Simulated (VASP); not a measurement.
# ZnO (P6_3mc) in VASP: a series of runs

Runs on ZnO. Level: PBEsol. Tasks: single point.

All numbers are computed with VASP 6.6.1; they aren't measurements. Logs are shortened: lines on timing, memory, paths and dates and some standing lists are left out, and cuts for length are marked.

## 1. The cell of the first run

The structure is hexagonal, space group P6_3mc (No. 186). The conventional cell has a = 3.360 Å, b = 3.360 Å, c = 5.089 Å, α = 90.00°, β = 90.00°, γ = 120.00°. Within 2.6 Å of Zn (site symmetry 3m) lie 4 O at 1.98 to 2.02 Å. Within 2.6 Å of O (site symmetry 3m) lie 4 Zn at 1.98 to 2.02 Å.

## 2. Single point, PBEsol (biaxial strain in the a-b plane: +4.0 %)

INCAR reads:

```
PREC = Accurate ; ENCUT = 520
EDIFF = 1E-6 ; ISMEAR = 0
SIGMA = 0.02 ; LREAL = F
LASPH = T ; NELM = 80
ALGO = Normal ; ISIF = 2
LWAVE = F ; LCHARG = T
GGA = PS ; LELF = T
LVHAR = T ; NBANDS = 26
```

KPOINTS reads:

```
Automatic mesh
0
Gamma
  9 9 6
```

POSCAR reads:

```
ZnO
1.0
    3.3597374222      0.0000000000      0.0000000000
   -1.6798687111      2.9096179577      0.0000000000
    0.0000000000      0.0000000000      5.0888018201
Zn O
2 2
Direct
    0.6666666667      0.3333333333      0.4953089552
    0.3333333333      0.6666666667     -0.0046910448
    0.6666666667      0.3333333333      0.8850010448
    0.3333333333      0.6666666667      0.3850010448
```

Potentials or basis: VASP PAW PBE potentials, release 64 (Zn, O).

The run is started by

```
> cat potpaw_PBE.64/Zn/POTCAR potpaw_PBE.64/O/POTCAR > POTCAR
> mpirun -np 1 vasp_std > vasp.out
```

OUTCAR:

```text
PREC = Accurate
   ENCUT = 520
   EDIFF = 1E-6
   ISMEAR = 0
   LREAL = F
   LASPH = T
   NELM = 80
   ISIF = 2
   GGA = PS

 ion  position               nearest neighbor table
   1  0.667  0.333  0.495-   3 1.98   4 2.02   4 2.02   4 2.02
   2  0.333  0.667  0.995-   4 1.98   3 2.02   3 2.02   3 2.02
   3  0.667  0.333  0.885-   1 1.98   2 2.02   2 2.02   2 2.02
   4  0.333  0.667  0.385-   2 1.98   1 2.02   1 2.02   1 2.02

  LATTYP: Found a hexagonal cell.
 ALAT       =     3.3597374222
 C/A-ratio  =     1.5146427178

  Lattice vectors:

 A1 = (   3.3597374222,   0.0000000000,   0.0000000000)
 A2 = (  -1.6798687111,   2.9096179577,   0.0000000000)
 A3 = (   0.0000000000,   0.0000000000,   5.0888018201)

Analysis of symmetry for initial positions (statically):
=====================================================================
 Subroutine PRICEL returns:
 Original cell was already a primitive cell.

 Routine SETGRP: Setting up the symmetry group for a
 hexagonal supercell.

 Subroutine GETGRP returns: Found 12 space group operations
 (whereof  6 operations were pure point group operations)
 out of a pool of 24 trial point group operations.

The static configuration has the point symmetry C_3v.
 The point group associated with its full space group is C_6v.

Analysis of symmetry for dynamics (positions and initial velocities):
=====================================================================
 Subroutine PRICEL returns:
 Original cell was already a primitive cell.

 Routine SETGRP: Setting up the symmetry group for a
 hexagonal supercell.

 Subroutine GETGRP returns: Found 12 space group operations
 (whereof  6 operations were pure point group operations)
 out of a pool of 24 trial point group operations.

The dynamic configuration has the point symmetry C_3v.
 The point group associated with its full space group is C_6v.

 Subroutine INISYM returns: Found 12 space group operations
 (whereof  6 operations are pure point group operations),
 and found     1 'primitive' translations

----------------------------------------------------------------------------------------

                                     Primitive cell

  volume of cell :      49.7458

  direct lattice vectors                    reciprocal lattice vectors
     3.359737422  0.000000000  0.000000000     0.297642308  0.171843867  0.000000000
    -1.679868711  2.909617958  0.000000000     0.000000000  0.343687733  0.000000000
     0.000000000  0.000000000  5.088801820     0.000000000  0.000000000  0.196509912

  length of vectors
     3.359737422  3.359737422  5.088801820     0.343687733  0.343687733  0.196509912

  position of ions in fractional coordinates (direct lattice)
     0.666666667  0.333333333  0.495308955
     0.333333333  0.666666667  0.995308955
     0.666666667  0.333333333  0.885001045
     0.333333333  0.666666667  0.385001045

  ion indices of the primitive-cell ions
   primitive index   ion index
                 1           1
                 2           2
                 3           3
                 4           4

----------------------------------------------------------------------------------------

 KPOINTS: Automatic mesh

Automatic generation of k-mesh.
 Grid dimensions read from file:
 generate k-points for:    9    9    6

 Generating k-lattice:

  Cartesian coordinates                     Fractional coordinates (reciprocal lattice)
     0.033071368  0.019093763  0.000000000     0.111111111  0.000000000  0.000000000
     0.000000000  0.038187526  0.000000000     0.000000000  0.111111111  0.000000000
     0.000000000  0.000000000  0.032751652     0.000000000  0.000000000  0.166666667

  Length of vectors
     0.038187526  0.038187526  0.032751652

  Shift w.r.t. Gamma in fractional coordinates (k-lattice)
     0.000000000  0.000000000  0.000000000

 Subroutine IBZKPT returns following result:
 ===========================================

 Found     48 irreducible k-points:

 Following reciprocal coordinates:
            Coordinates               Weight
  0.000000  0.000000  0.000000      1.000000
  0.111111 -0.000000  0.000000      6.000000
  0.222222 -0.000000  0.000000      6.000000
  0.333333  0.000000  0.000000      6.000000
  0.444444 -0.000000  0.000000      6.000000
  0.111111  0.111111  0.000000      6.000000
[... 16 lines left out ...]
  0.333333  0.222222  0.166667     24.000000
  0.333333  0.333333  0.166667      4.000000
 [... further k-points ...]
   k-points           NKPTS =     48   k-points in BZ     NKDIM =     48   number of bands    NBANDS=     26
   number of dos      NEDOS =    301   number of ions     NIONS =      4
   total plane-waves  NPLWV =  31360
   dimension x,y,z NGX =    28 NGY =   28 NGZ =   40
   dimension x,y,z NGXF=    56 NGYF=   56 NGZF=   80
   ions per type =               2   2
   NGX,Y,Z   is equivalent  to a cutoff of  13.85, 13.85, 13.07 a.u.
   NGXF,Y,Z  is equivalent  to a cutoff of  27.71, 27.71, 26.14 a.u.
 SYSTEM =  unknown system
   PREC   = accura    normal or accurate (medium, high low for compatibility)
   ISTART =      0    job   : 0-new  1-cont  2-samecut
   ICHARG =      2    charge: 1-file 2-atom 10-const
   ISPIN  =      1    spin polarized calculation?
   LNONCOLLINEAR =      F non collinear calculations
   LSORBIT =      F    spin-orbit coupling
   LASPH  =      T    aspherical Exc in radial PAW
   ENCUT  =  520.0 eV  38.22 Ry    6.18 a.u.   6.25  6.25  9.46*2*pi/ulx,y,z
   NELM   =     80;   NELMIN=  2; NELMDL= -5     # of ELM steps
   EDIFF  = 0.1E-05   stopping-criterion for ELM
   LREAL  =      F    real-space projection
   EDIFFG = 0.1E-04   stopping-criterion for IOM
   NSW    =      0    number of steps for IOM
   IBRION =     -1    ionic relax: 0-MD 1-quasi-New 2-CG
   NFREE  =      0    steps in history (QN), initial steepest desc. (CG)
   ISIF   =      2    stress and relaxation
   ISYM   =      2    0-nonsym 1-usesym 2-fastsym
   POTIM  = 0.5000    time-step for ionic-motion
   TEBEG  =    0.0;   TEEND  =   0.0 temperature during run
   PSTRESS=    0.0 pullay stress
   NELECT =      36.0000    total number of electrons
   NUPDOWN=      -1.0000    fix difference up-down
   EMIN   =  10.00;   EMAX   =-10.00  energy-range for DOS
   EFERMI =   0.00;   METHOD = LEGACY
   ISMEAR =     0;   SIGMA  =   0.02  broadening in eV -4-tet -1-fermi 0-gaus
   EFERMI_NEDOS =   21; number of points for ismear=-14 and -15
   IALGO  =     38    algorithm
   IMIX   =      4    mixing-type and parameters
     AMIX     =   0.40;   BMIX     =  1.00
     AMIX_MAG =   1.60;   BMIX_MAG =  1.00
  volume/ion in A,a.u.               =      12.44        83.93
  Fermi-wavevector in a.u.,A,eV,Ry     =   1.469795  2.777509 29.392623  2.160297
  Thomas-Fermi vector in A             =   2.585129
   LORBIT       =      0    0 simple, 1 ext, 2 COOP (PROOUT), +10 PAW based schemes
   GGA     = PS    functional components
   LHFCALC =     F    Hartree Fock is set to
   AEXX    =    0.0000 exact exchange contribution
   IVDW    =     0    specifies the selected vdW correction
   LEPSILON=     F    determine dielectric tensor
   LRPA    =     F    only Hartree local field effects (RPA)
 non-spin polarized calculation
 Gauss-broadening in eV      SIGMA  =   0.02
  energy-cutoff  :      520.00
  volume of cell :       49.75
 maximum number of plane-waves:      1351
 NGX is ok and might be reduce to    28
   NGX = 13   NGY = 13   NGZ = 19

 number of electron      35.9999994 magnetization

 Free energy of the ion-electron system (eV)
  ---------------------------------------------------
  ext. energy  EPLUGINS =         0.00000000
  ---------------------------------------------------
  free energy    TOTEN  =       -19.31905102 eV

  energy without entropy =      -19.31905102  energy(sigma->0) =      -19.31905102

 E-fermi :   0.6990     XC(G=0): -10.9487

 val. band max:        0.6121429347   @ k =   0.0000   0.0000   0.0000
 cond. band min:       1.2821057662   @ k =   0.0000   0.0000   0.0000
 fundamental gap:      0.6699628315
 Fermi energy:         0.6990366892

 k-point     1 :       0.0000    0.0000    0.0000
  band No.  band energies     occupation
      1     -17.0245      2.00000
      2     -16.2612      2.00000
      3      -4.8453      2.00000
      4      -4.8453      2.00000
      5      -4.6937      2.00000
      6      -4.6822      2.00000
[... 18 lines left out ...]
     25      13.9717      0.00000
     26      15.4592      0.00000

 k-point     2 :       0.1111   -0.0000    0.0000
  band No.  band energies     occupation
      1     -16.9644      2.00000
      2     -16.2409      2.00000
      3      -4.9103      2.00000
      4      -4.8068      2.00000
      5      -4.6953      2.00000
      6      -4.6486      2.00000
[... 18 lines left out ...]
     25      14.1553      0.00000
     26      15.2297      0.00000

 k-point     3 :       0.2222   -0.0000    0.0000
  band No.  band energies     occupation
      1     -16.8040      2.00000
      2     -16.1943      2.00000
      3      -5.0297      2.00000
      4      -4.7240      2.00000
      5      -4.7149      2.00000
      6      -4.5538      2.00000
[... 18 lines left out ...]
     25      13.8351      0.00000
     26      14.3186      0.00000

 k-point     4 :       0.3333    0.0000    0.0000
  band No.  band energies     occupation
      1     -16.5978      2.00000
      2     -16.1585      2.00000
      3      -5.0851      2.00000
      4      -4.7548      2.00000
      5      -4.6282      2.00000
      6      -4.4296      2.00000
[... 18 lines left out ...]
     25      13.5626      0.00000
     26      14.1193      0.00000
[... 496 lines left out ...]
      1     -16.4707      2.00000
      2     -16.1736      2.00000
      3      -4.9594      2.00000
      4      -4.8514      2.00000
      5      -4.5335      2.00000
      6      -4.5206      2.00000
[... 18 lines left out ...]
     25      12.2699      0.00000
     26      15.2310      0.00000

 k-point    23 :       0.3333    0.2222    0.1667
  band No.  band energies     occupation
      1     -16.3331      2.00000
      2     -16.1862      2.00000
      3      -4.8785      2.00000
      4      -4.7237      2.00000
      5      -4.5770      2.00000
      6      -4.3794      2.00000
[... 18 lines left out ...]
     25      12.9181      0.00000
     26      14.2665      0.00000

 k-point    24 :       0.3333    0.3333    0.1667
  band No.  band energies     occupation
      1     -16.2382      2.00000
      2     -16.2382      2.00000
      3      -4.7731      2.00000
      4      -4.6502      2.00000
      5      -4.6502      2.00000
      6      -4.1634      2.00000
[... 18 lines left out ...]
     25      13.6985      0.00000
     26      14.3909      0.00000

 [... further k-points ...]
[... 5 lines left out ...]
  --------------------------------------------------------------------------------------
  -------------------------------------------------------------------------------------
  Total       -2.8124280     -2.8124280     -0.2517013      0.0000000      0.0000000      0.0000000
  in kB      -90.5805930    -90.5805931     -8.1066099      0.0000000      0.0000000      0.0000000
  external PRESSURE =     -63.0892653 kB  Pullay stress =       0.0000000 kB

 VOLUME and BASIS-vectors are now :
 -----------------------------------------------------------------------------
  energy-cutoff  :      520.00
  volume of cell :       49.75
      direct lattice vectors                 reciprocal lattice vectors
     3.359737422  0.000000000  0.000000000     0.297642308  0.171843867  0.000000000
    -1.679868711  2.909617958  0.000000000     0.000000000  0.343687733  0.000000000
     0.000000000  0.000000000  5.088801820     0.000000000  0.000000000  0.196509912

 POSITION                                       TOTAL-FORCE (eV/Angst)
 -----------------------------------------------------------------------------------
      1.67987      0.96987      2.52053         0.000000     -0.000000     -0.146725
     -0.00000      1.93975      5.06493        -0.000000      0.000000     -0.146725
      1.67987      0.96987      4.50359         0.000000      0.000000      0.146725
     -0.00000      1.93975      1.95919        -0.000000     -0.000000      0.146725
 -----------------------------------------------------------------------------------
    total drift:                               -0.000000     -0.000000      0.000494

  FREE ENERGIE OF THE ION-ELECTRON SYSTEM (eV)
  ---------------------------------------------------
  free  energy   TOTEN  =       -19.3190510235 eV

  energy  without entropy=      -19.3190510235  energy(sigma->0) =      -19.31905102
```

Run time: 54 s. Hardware: 1 thread of Intel Xeon Platinum 8375C at 2.90GHz (Ice Lake), shared host; peak memory 0.2 GiB.

What came out:

```
Free energy            : -19.3191 eV
Pressure               : -6.3 GPa
Largest force          : 0.147 eV/Å
Band gap on the k mesh : 0.67 eV, direct
```

Forces on the atoms (eV/Å):
```
Zn   0.000  0.000 -0.147
Zn   0.000  0.000 -0.147
O    0.000  0.000  0.147
O    0.000  0.000  0.147
```

Stress tensor (GPa, compression positive):
```
-9.06  0.00  0.00
 0.00 -9.06  0.00
 0.00  0.00 -0.81
```

Levels at points of the mesh, in eV from the valence-band top:
| k point | band 14 | band 15 | band 16 | band 17 | band 18 | band 19 | band 20 | band 21 | band 22 | band 23 |
| --- | --- | --- | --- | --- | --- | --- | --- | --- | --- | --- |
| (0.00, 0.00, 0.00) | -0.82 | -0.82 | -0.02 | 0.00 | 0.00 | 0.67 | 4.78 | 8.49 | 12.06 | 12.06 |
| (0.00, 0.00, 0.50) | -2.07 | -0.40 | -0.40 | -0.40 | -0.40 | 3.38 | 3.38 | 10.19 | 10.19 | 12.31 |

Caveat: the cell differs from its parent crystal (biaxial strain in the a-b plane: +4.0 %); the PAW data sets were made with another functional, which shifts forces and pressure a little.

## 3. Single point, PBEsol (biaxial strain in the a-b plane: +6.0 %)

INCAR reads:

```
SYSTEM = ZnO
  PREC = Accurate
  ENCUT = 520
  EDIFF = 1E-6
  ISMEAR = 0
  SIGMA = 0.02
  LREAL = .False.
  LASPH = .True.
  NELM = 80
  ALGO = Normal
  ISIF = 2
  LWAVE = .False.
  LCHARG = .False.
  GGA = PS
  NBANDS = 26
```

KPOINTS reads:

```
regular mesh
0
Gamma
  9 9 6
  0 0 0
```

POSCAR reads:

```
ZnO
1.0
    3.4243477572      0.0000000000      0.0000000000
   -1.7121738786      2.9655721491      0.0000000000
    0.0000000000      0.0000000000      5.0262345846
Zn O
2 2
Direct
    0.6666666667      0.3333333333      0.4894818116
    0.3333333333      0.6666666667     -0.0105181884
    0.6666666667      0.3333333333      0.8908281884
    0.3333333333      0.6666666667      0.3908281884
```

Potentials or basis: VASP PAW PBE potentials, release 64 (Zn, O).

The run is started by

```
> cat potpaw_PBE.64/Zn/POTCAR potpaw_PBE.64/O/POTCAR > POTCAR
> mpirun -np 1 vasp_std > vasp.out
```

Run time: 52 s. Hardware: 1 thread of Intel Xeon Platinum 8375C at 2.90GHz (Ice Lake), shared host; peak memory 0.2 GiB.

It converged, with:

```yaml
Free_energy: -19.2080 eV
Pressure: -9.6 GPa
Largest_force: 0.010 eV/Å
Band_gap_on_the_k_mesh: 0.64 eV, direct
```

Forces on the atoms (eV/Å):
```
Zn   0.000  0.000 -0.010
Zn   0.000  0.000 -0.010
O    0.000  0.000  0.010
O    0.000  0.000  0.010
```

Stress tensor (GPa, compression positive):
```
-12.60   0.00   0.00
  0.00 -12.60   0.00
  0.00   0.00  -3.63
```

Levels at points of the mesh, in eV from the valence-band top:
```
           k point  band 15  band 16  band 17  band 18  band 19  band 20  band 21  band 22
(0.00, 0.00, 0.00)    -0.78    -0.04     0.00     0.00     0.64     4.58     8.64    11.71
(0.00, 0.00, 0.50)    -0.38    -0.38    -0.38    -0.38     3.40     3.40    10.24    10.24
```

Caveat: the cell differs from its parent crystal (biaxial strain in the a-b plane: +6.0 %); the PAW data sets were made with another functional, which shifts forces and pressure a little.

(Continued in part 2 of 2.)
